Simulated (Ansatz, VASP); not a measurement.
ZnS: VASP beside Ansatz

INCAR

```
SYSTEM = ZnS
ALGO = Normal
EDIFF = 1E-6
ENCUT = 520
GGA = PE
ISIF = 2
ISMEAR = 0
LASPH = .TRUE.
LCHARG = .TRUE.
LELF = .TRUE.
LREAL = .FALSE.
LVHAR = .TRUE.
LWAVE = .FALSE.
NBANDS = 46
NELM = 100
PREC = Accurate
SIGMA = 0.05
```

The input KPOINTS:

```
k-points
0
G
  12 12 2
  0 0 0
```

POSCAR

```
ZnS
1.0
    3.8454929876      0.0000000000      0.0000000000
   -1.9227464938      3.3302946173      0.0000000000
    0.0000000000      0.0000000000     12.6106666232
Zn S
4 4
Direct
    0.3333333333      0.6666666667      0.0026098951
    0.3333333333      0.6666666667      0.5026098951
    0.6666666667      0.3333333333      0.2526098951
    0.6666666667      0.3333333333      0.7526098951
    0.3333333333      0.6666666667      0.1898901049
    0.3333333333      0.6666666667      0.6898901049
    0.6666666667      0.3333333333      0.4398901049
    0.6666666667      0.3333333333      0.9398901049
```

Input for Ansatz:

```yaml
crystal:
  lattice:
    - [3.8454929876, 0.0, 0.0]
    - [-1.9227464938, 3.3302946173, 0.0]
    - [0.0, 0.0, 12.6106666232]
  atoms:
    - { symbol: Zn, position: [0.3333333333, 0.6666666667, 0.0026098951] }
    - { symbol: Zn, position: [0.3333333333, 0.6666666667, 0.5026098951] }
    - { symbol: Zn, position: [0.6666666667, 0.3333333333, 0.2526098951] }
    - { symbol: Zn, position: [0.6666666667, 0.3333333333, 0.7526098951] }
    - { symbol: S, position: [0.3333333333, 0.6666666667, 0.1898901049] }
    - { symbol: S, position: [0.3333333333, 0.6666666667, 0.6898901049] }
    - { symbol: S, position: [0.6666666667, 0.3333333333, 0.4398901049] }
    - { symbol: S, position: [0.6666666667, 0.3333333333, 0.9398901049] }
basis:
  ecutwfc: 420
kpoints:
  mp_grid: { grid: [12, 12, 2] }
hamiltonian:
  xc: pbe
scf:
  occupations: { method: gaussian, width: 0.05 }
output:
  forces: true
  stress: true
  eigenvalues: true
  write_density: true
  write_potential: true
  elf: true
  volumetric_format: npy
```

Alike in both runs: task single point; functional PBE; k mesh 12 × 12 × 2; occupations gaussian, width 0.05 eV; no spin polarisation.

```csv
,VASP,Ansatz
version,VASP 6.6.1,Ansatz 0.2.0
potentials or method,"VASP PAW PBE potentials, release 64 (Zn, S), cutoff 520 eV","scalar-relativistic, plane waves, PAW"
valence electrons in the cell,72,72
```

VASP gave:

| Property | Result |
| --- | --- |
| gap on the k mesh at the Fermi level (eV) | 2.08 |
| least direct gap on the mesh (eV) | 2.08 |
| pressure (GPa) | 0.1 |

Estimate Ansatz's values.

gap on the k mesh at the Fermi level (eV): 2.08; least direct gap on the mesh (eV): 2.08; pressure (GPa): 0.0.

The functional is the same, so the differences come from potentials, cutoffs and numerics.
